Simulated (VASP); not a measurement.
Here is a VASP 6.6.1 calculation.

Contents of INCAR:

```
SYSTEM = AgCl
ALGO = Normal
EDIFF = 1E-6
ENCUT = 520
GGA = PE
ISIF = 2
ISMEAR = -1
LASPH = .TRUE.
LCHARG = .TRUE.
LELF = .TRUE.
LREAL = .FALSE.
LVHAR = .TRUE.
LWAVE = .FALSE.
NBANDS = 26
NELM = 60
PREC = Accurate
SIGMA = 0.02
```

KPOINTS

```
k-points
0
G
  6 6 4
  0 0 0
```

File POSCAR:

```
AgCl
1.0
    4.5183990750      0.0000000000      0.0000000000
   -2.2591995375      3.9130483834      0.0000000000
    0.0000000000      0.0000000000      5.7230251153
Ag Cl
2 2
Direct
    0.3333333333      0.6666666667      0.2500000000
    0.6666666667      0.3333333333      0.7500000000
    0.6666666667      0.3333333333      0.2500000000
    0.3333333333      0.6666666667      0.7500000000
```

Potentials or basis: VASP PAW PBE potentials, release 64 (Ag, Cl).

Command:

```console
$ cat potpaw_PBE.64/Ag/POTCAR potpaw_PBE.64/Cl/POTCAR > POTCAR
$ mpirun -np 1 vasp_std > vasp.out
```

Problem. Estimate the band gap on the k mesh.

Solution. 1.36 eV, indirect (least direct gap 1.39 eV).

Problem. Predict the pressure.

Solution. 1.1 GPa.

Stress tensor (GPa, compression positive):
```
0.99 0.00 0.00
0.00 0.99 0.00
0.00 0.00 1.44
```

A k mesh can miss the band edges. PBE gaps usually lie below the measured ones, often by a third to a half.
